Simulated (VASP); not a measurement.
# CdS (P2_1) in VASP: single point with r2SCAN

Aim: the single point of CdS with r2SCAN.

Program: VASP 6.6.1. These are calculated values, not measurements. Logs are shortened: lines on timing, memory, paths and dates and some standing lists are left out, and cuts for length are marked.

### 1 The cell of the first run

Symmetry: P2_1, No. 4, monoclinic system. The conventional cell has a = 4.096 Å, b = 6.766 Å, c = 4.165 Å, α = 90.00°, β = 118.35°, γ = 90.00°. Within 3.4 Å of Cd (site symmetry 1) lie 4 S at 2.54 to 2.55 Å. Within 3.4 Å of S (site symmetry 1) lie 4 Cd at 2.54 to 2.55 Å.

### 2 Single point, r2SCAN (shear xy strain +3.8%)

Contents of POSCAR:

```
CdS
1.0
    4.1646212372      0.0797524967      0.0000000000
   -2.0132429305      3.5667915402      0.0000000000
    0.0000000000      0.0000000000      6.7659754123
Cd S
2 2
Direct
    0.3326664868      0.6662767846     -0.0009484244
    0.6673335132      0.3337232154      0.4990515756
    0.3239402052      0.6674128075      0.3759484244
    0.6760597948      0.3325871925      0.8759484244
```

Contents of INCAR.step1:

```
SYSTEM = CdS
PREC = Accurate
ENCUT = 520
ISMEAR = 0
SIGMA = 0.01
LREAL = .FALSE.
LASPH = .TRUE.
NELM = 60
NBANDS = 26
GGA = PE
ALGO = Normal
EDIFF = 1E-4
LWAVE = .TRUE.
LCHARG = .FALSE.
```

Contents of INCAR.step2:

```
SYSTEM = CdS
PREC = Accurate
ENCUT = 520
EDIFF = 1E-6
ISMEAR = 0
SIGMA = 0.01
LREAL = .FALSE.
LASPH = .TRUE.
NELM = 60
ALGO = Normal
ISIF = 2
LWAVE = .FALSE.
LCHARG = .FALSE.
METAGGA = R2SCAN
LMIXTAU = .TRUE.
NBANDS = 26
ISTART = 1
```

Contents of KPOINTS:

```
regular mesh
0
G
  12 12 4
  0 0 0
```

Potentials or basis: VASP PAW PBE potentials, release 64 (Cd, S).

The run is started by

```
> cat potpaw_PBE.64/Cd/POTCAR potpaw_PBE.64/S/POTCAR > POTCAR
> cp INCAR.step1 INCAR
> mpirun -np 1 vasp_std > vasp.out
> cp INCAR.step2 INCAR
> mpirun -np 1 vasp_std > vasp.out
```

OUTCAR:

```text
SYSTEM = CdS
   PREC = Accurate
   ENCUT = 520
   EDIFF = 1E-6
   ISMEAR = 0
   LREAL = .FALSE.
   LASPH = .TRUE.
   NELM = 60
   ISIF = 2
   METAGGA = R2SCAN
   ISTART = 1

 ion  position               nearest neighbor table
   1  0.333  0.666  0.999-   4 2.54   4 2.55   4 2.55   3 2.55
   2  0.667  0.334  0.499-   3 2.54   3 2.55   3 2.55   4 2.55
   3  0.324  0.667  0.376-   2 2.54   2 2.55   2 2.55   1 2.55
   4  0.676  0.333  0.876-   1 2.54   1 2.55   1 2.55   2 2.55

  Warning from LATTYP: Monoclinic adjustment (A1->A3, A2->A1, A3->A2)!
  LATTYP: Found a simple monoclinic cell.
 ALAT       =     4.0957476715
 B/A-ratio  =     1.6519512321
 C/A-ratio  =     1.0170022988
 COS(beta)  =    -0.4747807971

  Lattice vectors:

 A1 = (  -2.0132429305,   3.5667915402,   0.0000000000)
 A2 = (   0.0000000000,   0.0000000000,   6.7659754123)
 A3 = (   4.1646212372,   0.0797524967,   0.0000000000)

Analysis of symmetry for initial positions (statically):
=====================================================================
 Subroutine PRICEL returns:
 Original cell was already a primitive cell.

 Routine SETGRP: Setting up the symmetry group for a
 simple monoclinic supercell.

 Subroutine GETGRP returns: Found  2 space group operations
 (whereof  1 operations were pure point group operations)
 out of a pool of  4 trial point group operations.

The static configuration has the point symmetry C_1 .
 The point group associated with its full space group is C_2 .

Analysis of symmetry for dynamics (positions and initial velocities):
=====================================================================
 Subroutine PRICEL returns:
 Original cell was already a primitive cell.

 Routine SETGRP: Setting up the symmetry group for a
 simple monoclinic supercell.

 Subroutine GETGRP returns: Found  2 space group operations
 (whereof  1 operations were pure point group operations)
 out of a pool of  4 trial point group operations.

The dynamic configuration has the point symmetry C_1 .
 The point group associated with its full space group is C_2 .

 Subroutine INISYM returns: Found  2 space group operations
 (whereof  1 operations are pure point group operations),
 and found     1 'primitive' translations

----------------------------------------------------------------------------------------

                                     Primitive cell

  volume of cell :     101.5904

  direct lattice vectors                    reciprocal lattice vectors
     4.164621237  0.079752497  0.000000000     0.237550185  0.134083034  0.000000000
    -2.013242931  3.566791540  0.000000000    -0.005311558  0.277365955  0.000000000
     0.000000000  0.000000000  6.765975412     0.000000000  0.000000000  0.147798350

  length of vectors
     4.165384797  4.095747671  6.765975412     0.272778940  0.277416809  0.147798350

  position of ions in fractional coordinates (direct lattice)
     0.332666487  0.666276785  0.999051576
     0.667333513  0.333723215  0.499051576
     0.323940205  0.667412807  0.375948424
     0.676059795  0.332587193  0.875948424

  ion indices of the primitive-cell ions
   primitive index   ion index
                 1           1
                 2           2
                 3           3
                 4           4

----------------------------------------------------------------------------------------

 KPOINTS: regular mesh

Automatic generation of k-mesh.
 Grid dimensions read from file:
 generate k-points for:   12   12    4

 Generating k-lattice:

  Cartesian coordinates                     Fractional coordinates (reciprocal lattice)
     0.019795849  0.011173586  0.000000000     0.083333333  0.000000000  0.000000000
    -0.000442630  0.023113830  0.000000000    -0.000000000  0.083333333  0.000000000
     0.000000000  0.000000000  0.036949587     0.000000000  0.000000000  0.250000000

  Length of vectors
     0.022731578  0.023118067  0.036949587

  Shift w.r.t. Gamma in fractional coordinates (k-lattice)
     0.000000000  0.000000000  0.000000000

 Subroutine IBZKPT returns following result:
 ===========================================

 Found    222 irreducible k-points:

 Following reciprocal coordinates:
            Coordinates               Weight
  0.000000  0.000000  0.000000      1.000000
  0.083333  0.000000  0.000000      2.000000
  0.166667  0.000000  0.000000      2.000000
  0.250000  0.000000  0.000000      2.000000
  0.333333  0.000000  0.000000      2.000000
  0.416667  0.000000  0.000000      2.000000
[... 16 lines left out ...]
  0.250000  0.166667  0.000000      2.000000
  0.333333  0.166667  0.000000      2.000000
 [... further k-points ...]
   k-points           NKPTS =    222   k-points in BZ     NKDIM =    222   number of bands    NBANDS=     26
   number of dos      NEDOS =    301   number of ions     NIONS =      4
   total plane-waves  NPLWV =  48000
   dimension x,y,z NGX =    32 NGY =   30 NGZ =   50
   dimension x,y,z NGXF=    64 NGYF=   60 NGZF=  100
   ions per type =               2   2
   NGX,Y,Z   is equivalent  to a cutoff of  12.77, 12.18, 12.29 a.u.
   NGXF,Y,Z  is equivalent  to a cutoff of  25.54, 24.35, 24.57 a.u.
 SYSTEM =  CdS
   PREC   = accura    normal or accurate (medium, high low for compatibility)
   ISTART =      1    job   : 0-new  1-cont  2-samecut
   ICHARG =      0    charge: 1-file 2-atom 10-const
   ISPIN  =      1    spin polarized calculation?
   LNONCOLLINEAR =      F non collinear calculations
   LSORBIT =      F    spin-orbit coupling
   LASPH  =      T    aspherical Exc in radial PAW
   ENCUT  =  520.0 eV  38.22 Ry    6.18 a.u.   7.74  7.62 12.58*2*pi/ulx,y,z
   NELM   =     60;   NELMIN=  2; NELMDL=  0     # of ELM steps
   EDIFF  = 0.1E-05   stopping-criterion for ELM
   LREAL  =      F    real-space projection
   EDIFFG = 0.1E-04   stopping-criterion for IOM
   NSW    =      0    number of steps for IOM
   IBRION =     -1    ionic relax: 0-MD 1-quasi-New 2-CG
   NFREE  =      0    steps in history (QN), initial steepest desc. (CG)
   ISIF   =      2    stress and relaxation
   ISYM   =      2    0-nonsym 1-usesym 2-fastsym
   POTIM  = 0.5000    time-step for ionic-motion
   TEBEG  =    0.0;   TEEND  =   0.0 temperature during run
   PSTRESS=    0.0 pullay stress
   NELECT =      36.0000    total number of electrons
   NUPDOWN=      -1.0000    fix difference up-down
   EMIN   =  10.00;   EMAX   =-10.00  energy-range for DOS
   EFERMI =   0.00;   METHOD = LEGACY
   ISMEAR =     0;   SIGMA  =   0.01  broadening in eV -4-tet -1-fermi 0-gaus
   EFERMI_NEDOS =   21; number of points for ismear=-14 and -15
   IALGO  =     38    algorithm
   IMIX   =      4    mixing-type and parameters
     AMIX     =   0.40;   BMIX     =  1.00
     AMIX_MAG =   1.60;   BMIX_MAG =  1.00
  volume/ion in A,a.u.               =      25.40       171.39
  Fermi-wavevector in a.u.,A,eV,Ry     =   1.158488  2.189224 18.260292  1.342094
  Thomas-Fermi vector in A             =   2.295089
   LORBIT       =      0    0 simple, 1 ext, 2 COOP (PROOUT), +10 PAW based schemes
   METAGGA = R2SCAN    functional components
   LHFCALC =     F    Hartree Fock is set to
   AEXX    =    0.0000 exact exchange contribution
   IVDW    =     0    specifies the selected vdW correction
   LEPSILON=     F    determine dielectric tensor
   LRPA    =     F    only Hartree local field effects (RPA)
 non-spin polarized calculation
 Gauss-broadening in eV      SIGMA  =   0.01
  energy-cutoff  :      520.00
  volume of cell :      101.59
 maximum number of plane-waves:      2758
   NGX = 15   NGY = 15   NGZ = 25

 number of electron      35.9999989 magnetization

 Free energy of the ion-electron system (eV)
  ---------------------------------------------------
  ext. energy  EPLUGINS =         0.00000000
  ---------------------------------------------------
  free energy    TOTEN  =       -59.37503097 eV

  energy without entropy =      -59.37503097  energy(sigma->0) =      -59.37503097

 E-fermi :   1.0115     XC(G=0):  -9.6119

 val. band max:        0.9080899692   @ k =   0.0000   0.0000   0.0000
 cond. band min:       2.4656307284   @ k =   0.0000   0.0000   0.0000
 fundamental gap:      1.5575407592
 Fermi energy:         1.0114690372

 k-point     1 :       0.0000    0.0000    0.0000
  band No.  band energies     occupation
      1     -11.8808      2.00000
      2     -11.4670      2.00000
      3      -7.0188      2.00000
      4      -7.0152      2.00000
      5      -6.9976      2.00000
      6      -6.9322      2.00000
[... 18 lines left out ...]
     25       8.9461      0.00000
     26       9.0310      0.00000

 k-point     2 :       0.0833    0.0000    0.0000
  band No.  band energies     occupation
      1     -11.8574      2.00000
      2     -11.4568      2.00000
      3      -7.0124      2.00000
      4      -6.9944      2.00000
      5      -6.9873      2.00000
      6      -6.9197      2.00000
[... 18 lines left out ...]
     25       8.8906      0.00000
     26       9.1802      0.00000

 k-point     3 :       0.1667    0.0000    0.0000
  band No.  band energies     occupation
      1     -11.7921      2.00000
      2     -11.4298      2.00000
      3      -6.9872      2.00000
      4      -6.9628      2.00000
      5      -6.9374      2.00000
      6      -6.8815      2.00000
[... 18 lines left out ...]
     25       8.8390      0.00000
     26       9.6148      0.00000

 k-point     4 :       0.2500    0.0000    0.0000
  band No.  band energies     occupation
      1     -11.6991      2.00000
      2     -11.3961      2.00000
      3      -6.9574      2.00000
      4      -6.9308      2.00000
      5      -6.8492      2.00000
      6      -6.8165      2.00000
[... 18 lines left out ...]
     25       9.3186      0.00000
     26       9.6968      0.00000
[... 496 lines left out ...]
      1     -11.6494      2.00000
      2     -11.3798      2.00000
      3      -6.9373      2.00000
      4      -6.9260      2.00000
      5      -6.8093      2.00000
      6      -6.7949      2.00000
[... 18 lines left out ...]
     25       9.3908      0.00000
     26       9.9690      0.00000

 k-point    23 :       0.2500    0.1667    0.0000
  band No.  band energies     occupation
      1     -11.5596      2.00000
      2     -11.3594      2.00000
      3      -6.9265      2.00000
      4      -6.8912      2.00000
      5      -6.7660      2.00000
      6      -6.7481      2.00000
[... 18 lines left out ...]
     25       9.2436      0.00000
     26      10.3514      0.00000

 k-point    24 :       0.3333    0.1667    0.0000
  band No.  band energies     occupation
      1     -11.4835      2.00000
      2     -11.3536      2.00000
      3      -6.9222      2.00000
      4      -6.8664      2.00000
      5      -6.7322      2.00000
      6      -6.7144      2.00000
[... 18 lines left out ...]
     25       9.9928      0.00000
     26      10.4882      0.00000

 [... further k-points ...]

------------------------ aborting loop because EDIFF is reached ----------------------------------------

  FORCE on cell =-STRESS in cart. coord.  units (eV):
  Direction    XX          YY          ZZ          XY          YZ          ZX
  --------------------------------------------------------------------------------------
  -------------------------------------------------------------------------------------
  Total        0.1748078      0.2140742      0.2039733     -0.3913723      0.0000000      0.0000000
  in kB        2.7568845      3.3761532      3.2168520     -6.1723126      0.0000000      0.0000000
  external PRESSURE =       3.1166299 kB  Pullay stress =       0.0000000 kB

 VOLUME and BASIS-vectors are now :
 -----------------------------------------------------------------------------
  energy-cutoff  :      520.00
  volume of cell :      101.59
      direct lattice vectors                 reciprocal lattice vectors
     4.164621237  0.079752497  0.000000000     0.237550185  0.134083034  0.000000000
    -2.013242931  3.566791540  0.000000000    -0.005311558  0.277365955  0.000000000
     0.000000000  0.000000000  6.765975412     0.000000000  0.000000000  0.147798350

 POSITION                                       TOTAL-FORCE (eV/Angst)
 -----------------------------------------------------------------------------------
      0.04405      2.40300      6.75956         0.001893     -0.000062     -0.001120
      2.10733      1.24354      3.37657        -0.001893      0.000062     -0.001120
      0.00542      2.40636      2.54366        -0.000999      0.000466      0.001120
      2.14595      1.24019      5.92665         0.000999     -0.000466      0.001120
 -----------------------------------------------------------------------------------
    total drift:                                0.000000      0.000000     -0.006292

  FREE ENERGIE OF THE ION-ELECTRON SYSTEM (eV)
  ---------------------------------------------------
  free  energy   TOTEN  =       -59.3750309701 eV

  energy  without entropy=      -59.3750309701  energy(sigma->0) =      -59.37503097
```

Wall time 27 min (1 thread of Oxide Virtual Turin-like, shared host); peak memory 0.54 GiB.

Results:

| Item | Value |
| --- | --- |
| Free energy | -59.3750 eV |
| Pressure | 0.3 GPa |
| Band gap on the k mesh | 1.56 eV |

Forces in eV/Å, atoms in the order of the input:
```
Cd   0.002  0.000 -0.001
Cd  -0.002  0.000 -0.001
S   -0.001  0.000  0.001
S    0.001  0.000  0.001
```

Stress tensor (GPa, compression positive):
```
 0.28 -0.62  0.00
-0.62  0.34  0.00
 0.00  0.00  0.32
```

Levels at points of the mesh, in eV from the valence-band top:
```csv
k point,band 16,band 17,band 18,band 19,band 20,band 21
"(0.00, 0.00, 0.00)",-0.13,-0.10,0.00,1.56,3.14,6.78
"(0.50, 0.00, 0.00)",-1.77,-1.39,-0.70,4.25,4.43,5.50
"(0.00, 0.50, 0.00)",-1.91,-1.33,-0.80,4.09,4.19,5.37
"(0.50, 0.50, 0.00)",-2.04,-1.26,-0.90,3.91,3.95,5.23
"(0.00, 0.00, 0.50)",-0.54,-0.36,-0.36,3.19,3.19,6.54
"(0.50, 0.00, 0.50)",-1.37,-1.26,-1.26,3.86,3.86,5.83
"(0.00, 0.50, 0.50)",-1.40,-1.34,-1.34,3.81,3.81,5.73
"(0.50, 0.50, 0.50)",-1.51,-1.36,-1.36,3.75,3.75,5.65
```

Caveat: the cell differs from its parent crystal (shear xy strain +3.8%); the PAW data sets were made with another functional, which shifts forces and pressure a little. A k mesh can miss the band edges.
